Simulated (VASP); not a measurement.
# MoS (P6_3/mmc) in VASP: further runs

MoS is run at these levels: PBE, PBEsol, LDA; tasks: relaxation of cell and atoms, single point.

Program: VASP 6.6.1. These are calculated values, not measurements. Logs are shortened: lines on timing, memory, paths and dates and some standing lists are left out, and cuts for length are marked.

## (1) The cell of the first run

It takes space group P6_3/mmc (No. 194, hexagonal). The conventional cell has a = 3.767 Å, b = 3.767 Å, c = 5.250 Å, α = 90.00°, β = 90.00°, γ = 120.00°. Within 3.4 Å of Mo (site symmetry -3m) lie 6 S at 2.54 Å and 2 Mo at 2.62 Å. S (site symmetry -6m2) has 6 Mo at 2.54 Å and 6 S at 3.41 Å within 3.5 Å.

## (2) Relaxation of cell and atoms, PBE, collinear spin

File INCAR:

```
PREC = Accurate ; ENCUT = 500
EDIFF = 1E-7 ; ISMEAR = 0
SIGMA = 0.05 ; LREAL = False
LASPH = True ; NELM = 200
ALGO = Normal ; ISIF = 3
LWAVE = False ; LCHARG = False
ISPIN = 2 ; MAGMOM = 3 3 0 0
LORBIT = 11 ; LMAXMIX = 4
GGA = PE ; IBRION = 2
NSW = 80 ; EDIFFG = -0.01
GGA_COMPAT = False ; NELMIN = 4
```

File KPOINTS:

```
Automatic mesh
0
Gamma
  10 10 6
```

File POSCAR:

```
MoS
1.0
    3.7666107367      0.0000000000      0.0000000000
   -1.8833053684      3.2619805842      0.0000000000
    0.0000000000      0.0000000000      5.2497332291
Mo S
2 2
Direct
    0.0000000000      0.0000000000      0.0000000000
    0.0000000000      0.0000000000      0.5000000000
    0.3333333333      0.6666666667      0.2500000000
    0.6666666667      0.3333333333      0.7500000000
```

Potentials or basis: VASP PAW PBE potentials, release 64 (Mo_sv, S).

Command:

```sh
$ cat potpaw_PBE.64/Mo_sv/POTCAR potpaw_PBE.64/S/POTCAR > POTCAR
$ mpirun -np 1 vasp_std > vasp.out
```

OUTCAR:

```text
PREC = Accurate
   ENCUT = 500
   EDIFF = 1E-7
   ISMEAR = 0
   LREAL = False
   LASPH = True
   NELM = 200
   ISIF = 3
   ISPIN = 2
   LORBIT = 11
   GGA = PE
   IBRION = 2
   NSW = 80
   EDIFFG = -0.01
   NELMIN = 4

 ion  position               nearest neighbor table
   1  0.000  0.000  0.000-   3 2.54   4 2.54   4 2.54   3 2.54   4 2.54   3 2.54   2 2.62   2 2.62

   2  0.000  0.000  0.500-   3 2.54   4 2.54   4 2.54   3 2.54   4 2.54   3 2.54   1 2.62   1 2.62

   3  0.333  0.667  0.250-   1 2.54   2 2.54   1 2.54   2 2.54   1 2.54   2 2.54
   4  0.667  0.333  0.750-   1 2.54   2 2.54   1 2.54   2 2.54   1 2.54   2 2.54

  LATTYP: Found a hexagonal cell.
 ALAT       =     3.7666107367
 C/A-ratio  =     1.3937551810

  Lattice vectors:

 A1 = (   3.7666107367,   0.0000000000,   0.0000000000)
 A2 = (  -1.8833053684,   3.2619805842,   0.0000000000)
 A3 = (   0.0000000000,   0.0000000000,   5.2497332291)

Analysis of symmetry for initial positions (statically):
=====================================================================
 Subroutine PRICEL returns:
 Original cell was already a primitive cell.

 Routine SETGRP: Setting up the symmetry group for a
 hexagonal supercell.

 Subroutine GETGRP returns: Found 24 space group operations
 (whereof 12 operations were pure point group operations)
 out of a pool of 24 trial point group operations.

The static configuration has the point symmetry D_3d.
 The point group associated with its full space group is D_6h.

Analysis of symmetry for dynamics (positions and initial velocities):
=====================================================================
 Subroutine PRICEL returns:
 Original cell was already a primitive cell.

 Routine SETGRP: Setting up the symmetry group for a
 hexagonal supercell.

 Subroutine GETGRP returns: Found 24 space group operations
 (whereof 12 operations were pure point group operations)
 out of a pool of 24 trial point group operations.

The dynamic configuration has the point symmetry D_3d.
 The point group associated with its full space group is D_6h.

Analysis of structural, dynamic, and magnetic symmetry:
=====================================================================
 Subroutine PRICEL returns:
 Original cell was already a primitive cell.

 Routine SETGRP: Setting up the symmetry group for a
 hexagonal supercell.

 Subroutine GETGRP returns: Found 24 space group operations
 (whereof 12 operations were pure point group operations)
[... 122 lines left out ...]
   ISMEAR =     0;   SIGMA  =   0.05  broadening in eV -4-tet -1-fermi 0-gaus
   EFERMI_NEDOS =   21; number of points for ismear=-14 and -15
   IALGO  =     38    algorithm
   IMIX   =      4    mixing-type and parameters
     AMIX     =   0.40;   BMIX     =  1.00
     AMIX_MAG =   1.60;   BMIX_MAG =  1.00
  volume/ion in A,a.u.               =      16.13       108.82
  Fermi-wavevector in a.u.,A,eV,Ry     =   1.396063  2.638177 26.517648  1.948992
  Thomas-Fermi vector in A             =   2.519454
   LORBIT       =     11    0 simple, 1 ext, 2 COOP (PROOUT), +10 PAW based schemes
   GGA     = PE    functional components
   LHFCALC =     F    Hartree Fock is set to
   AEXX    =    0.0000 exact exchange contribution
   IVDW    =     0    specifies the selected vdW correction
   LEPSILON=     F    determine dielectric tensor
   LRPA    =     F    only Hartree local field effects (RPA)
 conjugate gradient relaxation of ions
 spin polarized calculation
 Gauss-broadening in eV      SIGMA  =   0.05
  energy-cutoff  :      500.00
  volume of cell :       64.50
 maximum number of plane-waves:      1651
 NGX is ok and might be reduce to    28
   NGX = 13   NGY = 13   NGZ = 19

--------------------------------------- Ionic step        1  -------------------------------------------

 number of electron      39.9999997 magnetization      -0.0291656

 number of electron      39.9999997 magnetization       0.0004577

 Free energy of the ion-electron system (eV)
  ---------------------------------------------------
  ext. energy  EPLUGINS =         0.00000000
  ---------------------------------------------------
  free energy    TOTEN  =       -30.59043665 eV

  energy without entropy =      -30.58662291  energy(sigma->0) =      -30.58852978

------------------------ aborting loop because EDIFF is reached ----------------------------------------

  FORCE on cell =-STRESS in cart. coord.  units (eV):
  Direction    XX          YY          ZZ          XY          YZ          ZX
  --------------------------------------------------------------------------------------
  -------------------------------------------------------------------------------------
  Total       -1.2341734     -1.2341734     -1.6370800      0.0000000      0.0000000      0.0000000
  in kB      -30.6561374    -30.6561374    -40.6640969      0.0000000      0.0000000      0.0000000
  external PRESSURE =     -33.9921239 kB  Pullay stress =       0.0000000 kB
[... 185 lines left out ...]
 number of electron      39.9999994 magnetization       0.0000000

 number of electron      39.9999994 magnetization      -0.0000000

 Free energy of the ion-electron system (eV)
  ---------------------------------------------------
  ext. energy  EPLUGINS =         0.00000000
  ---------------------------------------------------
  free energy    TOTEN  =       -30.60439765 eV

  energy without entropy =      -30.60053406  energy(sigma->0) =      -30.60246585

 E-fermi :  10.6916     XC(G=0): -12.0157

 val. band max:       10.6906630126   @ k =   0.5000   0.0000   0.5000
 cond. band min:      10.7159277615   @ k =   0.4000   0.1000   0.5000
 fundamental gap:      0.0252647488
 Fermi energy:        10.6915716119

 spin component 1

 k-point     1 :       0.0000    0.0000    0.0000
  band No.  band energies     occupation
      1     -50.6389      1.00000
      2     -50.4458      1.00000
      3     -25.5300      1.00000
      4     -24.7193      1.00000
      5     -24.7193      1.00000
      6     -24.5359      1.00000
[... 709 lines left out ...]
     26      14.6248      0.00000
     27      15.7616      0.00000

 [... further k-points ...]

 spin component 2

 k-point     1 :       0.0000    0.0000    0.0000
  band No.  band energies     occupation
      1     -50.6389      1.00000
      2     -50.4458      1.00000
      3     -25.5300      1.00000
      4     -24.7193      1.00000
      5     -24.7193      1.00000
      6     -24.5359      1.00000
[... 742 lines left out ...]
  FREE ENERGIE OF THE ION-ELECTRON SYSTEM (eV)
  ---------------------------------------------------
  free  energy   TOTEN  =       -30.6043976482 eV

  energy  without entropy=      -30.6005340563  energy(sigma->0) =      -30.60246585

 reached required accuracy - stopping structural energy minimisation

 total charge

# of ion       s       p       d       tot
------------------------------------------
    1        2.257   6.146   4.092  12.495
    2        2.257   6.146   4.092  12.495
    3        1.305   2.392   0.000   3.696
    4        1.305   2.392   0.000   3.696
--------------------------------------------------
tot          7.124  17.075   8.184  32.383

 magnetization (x)

# of ion       s       p       d       tot
------------------------------------------
    1       -0.000   0.000   0.000   0.000
    2       -0.000   0.000   0.000   0.000
    3       -0.000   0.000   0.000   0.000
    4       -0.000   0.000   0.000   0.000
--------------------------------------------------
tot         -0.000   0.000   0.000   0.000
```

OSZICAR:

```text
N       E                     dE             d eps       ncg     rms          rms(c)
DAV:   1     0.351106505677E+03    0.35111E+03   -0.22063E+04  6096   0.142E+03
DAV:   2    -0.156205799019E+02   -0.36673E+03   -0.35977E+03  7077   0.403E+02
[... 62 lines left out ...]
DAV:   2    -0.306044258907E+02    0.17253E-03   -0.47427E-04  6432   0.141E-01    0.348E-02
DAV:   3    -0.306043982690E+02    0.27622E-04   -0.61480E-05  6862   0.458E-02    0.109E-02
DAV:   4    -0.306043968930E+02    0.13760E-05   -0.74041E-06  7202   0.147E-02    0.519E-03
DAV:   5    -0.306043973282E+02   -0.43515E-06   -0.25422E-07  5371   0.316E-03    0.258E-03
DAV:   6    -0.306043976544E+02   -0.32624E-06   -0.49770E-08  3222   0.160E-03    0.342E-04
DAV:   7    -0.306043976482E+02    0.61482E-08   -0.80508E-09  3126   0.635E-04
   6 F= -.30604398E+02 E0= -.30602466E+02  d E =-.681433E-04  mag=     0.0000
```

It took 4.5 min on 1 thread of Intel Xeon 6975P-C (Granite Rapids), shared host; peak memory 0.29 GiB.

Results:

| Quantity | Value |
| --- | --- |
| Free energy | -30.6044 eV |
| Relaxed volume | 15.80 Å³/atom |
| Relaxed cell | a = 3.741 Å, b = 3.741 Å, c = 5.214 Å, α = 90.00°, β = 90.00°, γ = 120.00° |
| Space group after relaxing (to 0.1 Å) | P6_3/mmc (No. 194) |
| Energy gained by relaxing | 3.5 meV/atom |
| Ionic steps | 6 |
| Pressure after relaxing | 0.0 GPa |
| Band gap on the k mesh | zero (filled and empty bands overlap) |
| Net moment | 0.00 μB per cell |
| Valence electrons inside the program's atomic spheres | Mo 12.49; S 3.70 |

The path:
| step | energy change (eV) | largest force (eV/Å) | pressure (GPa) | volume (Å³) |
| --- | --- | --- | --- | --- |
| 1 | 0.0000 | 0.0000 | -3.40 | 64.50 |
| 2 | 0.0202 | 0.0000 | 5.82 | 61.36 |
| 3 | -0.0139 | 0.0000 | -0.04 | 63.25 |
| 4 | -0.0139 | 0.0000 | 0.03 | 63.23 |
| 5 | -0.0139 | 0.0000 | 0.04 | 63.21 |
| 6 | -0.0140 | 0.0000 | 0.05 | 63.20 |

Final structure:
```cif
data_structure
_symmetry_space_group_name_H-M 'P 1'
_symmetry_Int_Tables_number 1
_cell_length_a 3.7411
_cell_length_b 3.7411
_cell_length_c 5.2140
_cell_angle_alpha 90.000
_cell_angle_beta 90.000
_cell_angle_gamma 120.000
_cell_volume 63.20
loop_
_atom_site_label
_atom_site_type_symbol
_atom_site_fract_x
_atom_site_fract_y
_atom_site_fract_z
_atom_site_occupancy
Mo1 Mo 0.00000 0.00000 0.00000 1
Mo2 Mo 0.00000 0.00000 0.50000 1
S1 S 0.33333 0.66667 0.25000 1
S2 S 0.66667 0.33333 0.75000 1
```

## (3) Single point, PBE, collinear spin (16.11 Å³/atom)

File INCAR:

```
SYSTEM = MoS
PREC = Accurate
ENCUT = 520
EDIFF = 1E-6
ISMEAR = 0
SIGMA = 0.05
LREAL = .FALSE.
LASPH = .TRUE.
NELM = 150
ALGO = Normal
ISIF = 2
LWAVE = .FALSE.
LCHARG = .FALSE.
ISPIN = 2
MAGMOM = 0.05 0.05 0 0
LORBIT = 11
LMAXMIX = 4
GGA = PE
NBANDS = 32
```

File KPOINTS:

```
Automatic mesh
0
G
  10 10 6
  0 0 0
```

File POSCAR:

```
MoS
1.0
    3.7744634056      0.0000000000      0.0000000000
   -1.8872317028      3.2687811949      0.0000000000
    0.0000000000      0.0000000000      5.2232229550
Mo S
2 2
Direct
    0.0000000000      0.0000000000      0.0000000000
    0.0000000000      0.0000000000      0.5000000000
    0.3333333333      0.6666666667      0.2500000000
    0.6666666667      0.3333333333      0.7500000000
```

Potentials or basis: VASP PAW PBE potentials, release 64 (Mo_sv, S).

Command:

```sh
$ cat potpaw_PBE.64/Mo_sv/POTCAR potpaw_PBE.64/S/POTCAR > POTCAR
$ mpirun -np 1 vasp_std > vasp.out
```

Wall time 67 s (1 thread of Intel Xeon 6975P-C (Granite Rapids), shared host); peak memory 0.3 GiB.

The run converged. Its results:

```
Free energy                                           : -30.5928 eV
Pressure                                              : -3.0 GPa
Band gap on the k mesh                                : zero (filled and empty bands overlap)
Net moment                                            : 0.00 μB per cell
Valence electrons inside the program's atomic spheres : Mo 12.46; S 3.69
```

Levels at points of the mesh, in eV from the Fermi level:
Spin up:
| k point | band 17 | band 18 | band 19 | band 20 | band 21 | band 22 | band 23 | band 24 |
| --- | --- | --- | --- | --- | --- | --- | --- | --- |
| (0.00, 0.00, 0.00) | -2.71 | -2.71 | -2.03 | -1.45 | -1.45 | 1.74 | 1.74 | 2.52 |
| (0.50, 0.00, 0.00) | -4.09 | -1.13 | -0.59 | 0.21 | 0.64 | 1.29 | 1.40 | 1.62 |
| (0.00, 0.00, 0.50) | -1.32 | -1.32 | -1.32 | -1.32 | -0.73 | -0.73 | 2.39 | 2.39 |
| (0.50, 0.00, 0.50) | -1.47 | -1.47 | -0.02 | -0.02 | 0.02 | 0.02 | 1.59 | 1.59 |
Spin down:
```
           k point  band 17  band 18  band 19  band 20  band 21  band 22  band 23  band 24
(0.00, 0.00, 0.00)    -2.71    -2.71    -2.03    -1.45    -1.45     1.74     1.74     2.52
(0.50, 0.00, 0.00)    -4.09    -1.13    -0.59     0.21     0.64     1.29     1.40     1.62
(0.00, 0.00, 0.50)    -1.32    -1.32    -1.32    -1.32    -0.73    -0.73     2.39     2.39
(0.50, 0.00, 0.50)    -1.47    -1.47    -0.02    -0.02     0.02     0.02     1.59     1.59
```

Caveat: the cell stands under tension.

## (4) Single point, PBE, collinear spin (16.43 Å³/atom)

This run uses another cell than the first one, of 16.43 Å³/atom.

File INCAR:

```
SYSTEM = MoS
PREC     = Accurate       ! precision mode
ENCUT    = 520            ! plane-wave cutoff, eV
EDIFF    = 1E-6           ! SCF threshold, eV
ISMEAR   = 0              ! smearing method
SIGMA    = 0.05           ! smearing width, eV
LREAL    = .False.        ! projectors in reciprocal space
LASPH    = .True.         ! aspherical terms in the spheres
NELM     = 150            ! most SCF steps
ALGO     = Normal         ! electronic algorithm
ISIF     = 2              ! what is computed and relaxed
LWAVE    = .False.        ! write WAVECAR
LCHARG   = .False.        ! write CHGCAR
ISPIN    = 2              ! spin polarisation
MAGMOM   = 0.05 0.05 0 0  ! initial moments
LORBIT   = 11             ! projections on sites
LMAXMIX  = 4              ! l up to which the mixer works
GGA      = PE             ! functional
NBANDS   = 32             ! bands
```

File KPOINTS:

```
regular mesh
0
Gamma
  10 10 6
  0 0 0
```

File POSCAR:

```
MoS
1.0
    3.8074808352      0.0000000000      0.0000000000
   -1.9037404176      3.2973751277      0.0000000000
    0.0000000000      0.0000000000      5.2336746101
Mo S
2 2
Direct
    0.0000000000      0.0000000000      0.0000000000
    0.0000000000      0.0000000000      0.5000000000
    0.3333333333      0.6666666667      0.2500000000
    0.6666666667      0.3333333333      0.7500000000
```

Potentials or basis: VASP PAW PBE potentials, release 64 (Mo_sv, S).

Command:

```sh
$ cat potpaw_PBE.64/Mo_sv/POTCAR potpaw_PBE.64/S/POTCAR > POTCAR
$ mpirun -np 1 vasp_std > vasp.out
```

OUTCAR:

```text
SYSTEM = MoS
   PREC = Accurate
   ENCUT = 520
   EDIFF = 1E-6
   ISMEAR = 0
   LREAL = .False.
   LASPH = .True.
   NELM = 150
   ISIF = 2
   ISPIN = 2
   LORBIT = 11
   GGA = PE

 ion  position               nearest neighbor table
   1  0.000  0.000  0.000-   3 2.56   4 2.56   3 2.56   4 2.56   4 2.56   3 2.56   2 2.62   2 2.62

   2  0.000  0.000  0.500-   3 2.56   4 2.56   3 2.56   4 2.56   4 2.56   3 2.56   1 2.62   1 2.62

   3  0.333  0.667  0.250-   1 2.56   2 2.56   1 2.56   2 2.56   1 2.56   2 2.56
   4  0.667  0.333  0.750-   1 2.56   2 2.56   1 2.56   2 2.56   1 2.56   2 2.56

  LATTYP: Found a hexagonal cell.
 ALAT       =     3.8074808352
 C/A-ratio  =     1.3745767442
[... 1913 lines left out ...]
    -1.903740418  3.297375128  0.000000000     0.000000000  0.303271530  0.000000000
     0.000000000  0.000000000  5.233674610     0.000000000  0.000000000  0.191070342

 POSITION                                       TOTAL-FORCE (eV/Angst)
 -----------------------------------------------------------------------------------
      0.00000      0.00000      0.00000        -0.000000      0.000000      0.000000
      0.00000      0.00000      2.61684        -0.000000      0.000000      0.000000
     -0.00000      2.19825      1.30842        -0.000000      0.000000     -0.000000
      1.90374      1.09913      3.92526         0.000000     -0.000000      0.000000
 -----------------------------------------------------------------------------------
    total drift:                               -0.000000     -0.000000     -0.000000

  FREE ENERGIE OF THE ION-ELECTRON SYSTEM (eV)
  ---------------------------------------------------
  free  energy   TOTEN  =       -30.5580734878 eV

  energy  without entropy=      -30.5541727590  energy(sigma->0) =      -30.55612312

 total charge

# of ion       s       p       d       tot
------------------------------------------
    1        2.249   6.133   4.049  12.431
    2        2.249   6.133   4.049  12.431
    3        1.306   2.371   0.000   3.676
    4        1.306   2.371   0.000   3.676
--------------------------------------------------
tot          7.109  17.008   8.097  32.215

 magnetization (x)

# of ion       s       p       d       tot
------------------------------------------
    1        0.000   0.000   0.000   0.000
    2        0.000   0.000   0.000   0.000
    3       -0.000  -0.000   0.000  -0.000
    4       -0.000  -0.000   0.000  -0.000
--------------------------------------------------
tot          0.000  -0.000   0.000   0.000
```

It took 74 s on 1 thread of Intel Xeon 6975P-C (Granite Rapids), shared host; peak memory 0.31 GiB.

Results:

| Item | Value |
| --- | --- |
| Free energy | -30.5581 eV |
| Pressure | -5.8 GPa |
| Band gap on the k mesh | zero (filled and empty bands overlap) |
| Net moment | 0.00 μB per cell |
| Valence electrons inside the program's atomic spheres | Mo 12.43; S 3.68 |

Stress tensor (GPa, compression positive):
```
-5.87  0.00  0.00
 0.00 -5.87  0.00
 0.00  0.00 -5.70
```

Caveat: the cell stands under tension.

[end of part 1 of 2]
